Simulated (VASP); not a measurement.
The system is W.

```
CELL_PARAMETERS angstrom
-1.58234 1.58234 1.58234
1.58234 -1.58234 1.58234
1.58234 1.58234 -1.58234
ATOMIC_POSITIONS crystal
W 0.00000 0.00000 0.00000
```

- Program: VASP 6.6.1
- Task: relaxation of cell and atoms
- Functional: PBEsol
- Dispersion: D4
- Potentials or basis: VASP PAW PBE potentials, release 64 (W_sv)
- Cutoff: 600 eV
- k mesh: 12 × 12 × 12
- Occupations: fermi-dirac, width 0.05 eV
- Spin: no spin polarisation

At the start: pressure -6.2 GPa; volume 15.85 Å³/atom.

Question: How do energy, volume and symmetry change on relaxing?

Answer: Over 4 steps the energy falls by 6.0 meV/atom and the volume is 15.54 Å³/atom (-1.9 %); space group Im-3m (No. 229, to 0.05 Å).

Step by step:
```
step  energy change (eV)  largest force (eV/Å)  pressure (GPa)  volume (Å³)
   1              0.0000                0.0000           -6.17        15.85
   2              0.0755                0.0000           26.29        14.49
   3             -0.0060                0.0000           -0.23        15.55
   4             -0.0060                0.0000           -0.02        15.54
```

Final structure:
```cif
data_structure
_symmetry_space_group_name_H-M 'P 1'
_symmetry_Int_Tables_number 1
_cell_length_a 2.7229
_cell_length_b 2.7229
_cell_length_c 2.7229
_cell_angle_alpha 109.471
_cell_angle_beta 109.471
_cell_angle_gamma 109.471
_cell_volume 15.54
loop_
_atom_site_label
_atom_site_type_symbol
_atom_site_fract_x
_atom_site_fract_y
_atom_site_fract_z
_atom_site_occupancy
W1 W 0.00000 0.00000 0.00000 1
```

Caveat: the PAW data sets were made with another functional, which shifts forces and pressure a little; pairwise dispersion overbinds metals, which lowers pressure and volume.
